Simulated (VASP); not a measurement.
## SnO: relaxation of cell and atoms with PBE

The system is SnO.

```
Sn O
1.0
     3.81370    0.00000    0.00000
     0.00000    3.81370    0.00000
     0.00000    0.00000    4.88691
Sn O
2 2
Direct
  0.50000 0.00000 0.76463
  0.00000 0.50000 0.23537
  0.00000 0.00000 0.00000
  0.50000 0.50000 0.00000
```

| Quantity | Value |
| --- | --- |
| Program | VASP 6.6.1 |
| Task | relaxation of cell and atoms |
| Functional | PBE |
| Potentials or basis | VASP PAW PBE potentials, release 64 (Sn_d, O) |
| Cutoff | 600 eV |
| k mesh | 7 × 7 × 6 |
| Occupations | fermi-dirac, width 0.05 eV |
| Spin | no spin polarisation |
| Target pressure | 5 GPa |
| Dipole correction | no |
| Further INCAR settings | ALGO = Normal; EDIFF = 1e-06; IBRION = 2; EDIFFG = -0.01; NSW = 60; ISIF = 3 |

```
Relaxed volume                                             : 16.41 Å³/atom
Relaxed cell                                               : a = 3.799 Å, b = 3.799 Å, c = 4.547 Å, α = 90.00°, β = 90.00°, γ = 90.00°
Space group after relaxing (to 0.1 Å)                      : P4/nmm (No. 129)
Energy change on relaxing (the run minimises the enthalpy) : +22.4 meV/atom
Ionic steps                                                : 13
Pressure after relaxing                                    : 5.0 GPa
Largest force after relaxing                               : 0.004 eV/Å
Band gap on the k mesh                                     : zero (bands 20 and 21 overlap by 0.15 eV)
```

Forces in eV/Å, atoms in the order of the input:
```
Sn   0.000  0.000 -0.004
Sn   0.000  0.000  0.004
O    0.000  0.000  0.000
O    0.000  0.000  0.000
```

Stress tensor (GPa, compression positive):
```
4.95 0.00 0.00
0.00 4.95 0.00
0.00 0.00 5.09
```

Step by step:
| step | energy change (eV) | largest force (eV/Å) | pressure (GPa) | volume (Å³) |
| --- | --- | --- | --- | --- |
| 1 | 0.0000 | 0.4547 | 3.77 | 71.08 |
| 2 | 0.0161 | 0.3376 | 4.31 | 69.68 |
| 3 | 0.0955 | 0.0559 | 5.98 | 66.18 |
| 4 | 0.0819 | 0.2681 | 4.26 | 66.14 |
| 5 | 0.0819 | 0.2923 | 4.09 | 66.14 |
| 6 | 0.1107 | 0.0895 | 5.79 | 65.01 |
| 7 | 0.0983 | 0.0250 | 5.25 | 65.36 |
| 8 | 0.0988 | 0.0192 | 5.27 | 65.35 |
| 9 | 0.0909 | 0.0351 | 4.87 | 65.60 |
| 10 | 0.0929 | 0.0319 | 4.99 | 65.53 |
| 11 | 0.0921 | 0.0002 | 5.07 | 65.55 |
| 12 | 0.0921 | 0.0054 | 5.11 | 65.55 |
| 13 | 0.0895 | 0.0039 | 5.00 | 65.63 |

Final structure:
```
CELL_PARAMETERS angstrom
3.79932 0.00000 0.00000
0.00000 3.79932 0.00000
0.00000 0.00000 4.54695
ATOMIC_POSITIONS crystal
Sn 0.50000 0.00000 0.74417
Sn 0.00000 0.50000 0.25583
O 0.00000 0.00000 0.00000
O 0.50000 0.50000 0.00000
```

Levels at points of the mesh, in eV from the Fermi level:
```
           k point  band 16  band 17  band 18  band 19  band 20  band 21  band 22  band 23  band 24
(0.00, 0.00, 0.00)    -6.30    -3.47    -3.14    -3.14     0.03     2.48     4.28     4.28     5.31
(0.00, 0.00, 0.50)    -3.59    -3.16    -3.16    -2.57    -2.15     1.81     2.46     2.46     3.40
```

Wall time 7.8 min on 1 thread of Intel(R) Xeon(R) Platinum 8259CL CPU @ 2.50GHz (Skylake/Cascade Lake), on a shared host, peak memory 0.23 GiB.

Caveat: the cell is relaxed towards a set pressure, so the run minimises the enthalpy, not the energy; semilocal functionals underestimate gaps, so a narrow gap can read as zero; spin-orbit coupling is left out, which moves the levels of the heavy elements.
